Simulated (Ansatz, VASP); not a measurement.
## One calculation of Sr2CuSeO6, two programs

Contents of POSCAR:

```
Sr2CuSeO6
1.0
    0.0000000000      5.3263270000      0.0000000000
    5.3263270000      0.0000000000      0.0000000000
    2.6631640000      2.6631640000     -4.1517660000
O Sr Cu Se
6 2 1 1
Direct
    0.2060000000      0.2970000000      0.0000000000
    0.2970000000      0.7940000000      0.0000000000
    0.7940000000      0.7030000000      0.0000000000
    0.7030000000      0.2060000000      0.0000000000
    0.2800000000      0.2800000000      0.4400000000
    0.7200000000      0.7200000000      0.5600000000
    0.7500000000      0.2500000000      0.5000000000
    0.2500000000      0.7500000000      0.5000000000
    0.0000000000      0.0000000000      0.0000000000
    0.5000000000      0.5000000000      0.0000000000
```

The input INCAR.step1:

```
  PREC = Accurate
  ENCUT = 520
  ISMEAR = -1
  SIGMA = 0.0402
  LREAL = False
  LASPH = True
  NELM = 80
  NBANDS = 48
  GGA = PE
  ALGO = Normal
  EDIFF = 1E-4
  LWAVE = True
  LCHARG = False
```

Contents of INCAR.step2:

```
  PREC = Accurate
  ENCUT = 520
  EDIFF = 1E-6
  ISMEAR = -1
  SIGMA = 0.0402
  LREAL = False
  LASPH = True
  NELM = 80
  ALGO = Normal
  ISIF = 2
  LWAVE = False
  LCHARG = False
  METAGGA = R2SCAN
  LMIXTAU = True
  NBANDS = 48
  ISTART = 1
```

Contents of KPOINTS:

```
Automatic mesh
0
Gamma
  4 4 4
```

Input for Ansatz:

```yaml
crystal:
  lattice:
    - [0.0, 5.326327, 0.0]
    - [5.326327, 0.0, 0.0]
    - [2.663164, 2.663164, -4.151766]
  atoms:
    - { symbol: O, position: [0.206, 0.297, 0.0] }
    - { symbol: O, position: [0.297, 0.794, 0.0] }
    - { symbol: O, position: [0.794, 0.703, 0.0] }
    - { symbol: O, position: [0.703, 0.206, 0.0] }
    - { symbol: O, position: [0.28, 0.28, 0.44] }
    - { symbol: O, position: [0.72, 0.72, 0.56] }
    - { symbol: Sr, position: [0.75, 0.25, 0.5] }
    - { symbol: Sr, position: [0.25, 0.75, 0.5] }
    - { symbol: Cu, position: [0.0, 0.0, 0.0] }
    - { symbol: Se, position: [0.5, 0.5, 0.0] }
  symmetry: { tolerance: 0.0003 }
kpoints:
  mp_grid: { grid: [4, 4, 4], shift: [0, 0, 0] }
magnetization:
  spin_polarized: false
scf:
  occupations: { method: fermi_dirac, width: 0.0402 }
hamiltonian:
  pseudopotentials: { kind: paw }
  xc: r2scan
basis:
  ecutwfc: 500
output:
  forces: true
  stress: true
  eigenvalues: true
accuracy: medium
```

Alike in both runs: task single point; functional r2SCAN; k mesh 4 × 4 × 4; occupations fermi-dirac, width 0.0402 eV; no spin polarisation.

|  | VASP | Ansatz |
| --- | --- | --- |
| version | VASP 6.6.1 | Ansatz 0.2.0 |
| potentials or method | VASP PAW PBE potentials, release 64 (O, Sr_sv, Cu, Se), cutoff 520 eV | PAW plane waves |
| valence electrons in the cell | 73 | 91 |

Ansatz gave:

```
gap on the k mesh at the Fermi level (eV)                     : none
pressure (GPa)                                                : -2.1
traceless stress, the component that is largest in VASP (GPa) : 0.13
rms of the force components (eV/Å)                            : 0.374
```

Question: Estimate VASP's values.

Answer: gap on the k mesh at the Fermi level (eV): none; pressure (GPa): -1.5; traceless stress, the component that is largest in VASP (GPa): 0.12; rms of the force components (eV/Å): 0.389.

VASP's potentials were made for PBE, not for r2SCAN. Atom by atom the forces differ by 0.026 eV/Å (rms over components). A gap of «none» marks a metal or a gap that the smearing closes. With one functional, cell and mesh, what is left measures potentials, basis and numerics. VASP's potentials hold 73 valence electrons a cell and Ansatz's 91, so a difference there can come from the potentials and not from the codes.

The k mesh is coarse, so the values compare programs but aren't converged.
